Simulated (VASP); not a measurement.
Here is a VASP 6.6.1 calculation.

Contents of INCAR:

```
SYSTEM = C
  ALGO = Normal
  EDIFF = 1E-6
  ENCUT = 520
  ISIF = 2
  ISMEAR = 0
  LASPH = .TRUE.
  LCHARG = .FALSE.
  LREAL = .FALSE.
  LWAVE = .FALSE.
  NBANDS = 26
  NELM = 100
  PREC = Accurate
  SIGMA = 0.05
```

File KPOINTS:

```
k-points
0
G
  12 12 4
  0 0 0
```

Contents of POSCAR:

```
C
1.0
    2.4896249417      0.0000000000      0.0000000000
   -1.2448124708      2.1560784454      0.0000000000
    0.0000000000      0.0000000000      8.2142660865
C
8
Direct
    0.0000000000      0.0000000000      0.0943974049
    0.0000000000      0.0000000000      0.5943974049
    0.0000000000      0.0000000000      0.4056025951
    0.0000000000      0.0000000000      0.9056025951
    0.3333333333      0.6666666667      0.1544085368
    0.6666666667      0.3333333333      0.6544085368
    0.3333333333      0.6666666667      0.3455914632
    0.6666666667      0.3333333333      0.8455914632
```

Potentials or basis: VASP PAW LDA potentials, release 64 (C).

Run with:

```sh
$ cat potpaw_LDA.64/C/POTCAR > POTCAR
$ mpirun -np 1 vasp_std > vasp.out
```

Question: What does it give for the pressure?

Answer: 2.1 GPa.

Question: What does it give for the band gap on the k mesh?

Answer: 4.43 eV, indirect (least direct gap 5.01 eV).

Forces in eV/Å, atoms in the order of the input:
```
C    0.000  0.000 -0.877
C    0.000  0.000 -0.877
C    0.000  0.000  0.877
C    0.000  0.000  0.877
C    0.000  0.000  0.690
C    0.000  0.000  0.690
C    0.000  0.000 -0.690
C    0.000  0.000 -0.690
```

Caveat: the cell differs from its parent crystal (mode 21 frozen in at +0.012 Å, strain +e along z and -e/2 along x and y +0.0000). A k mesh can miss the band edges.
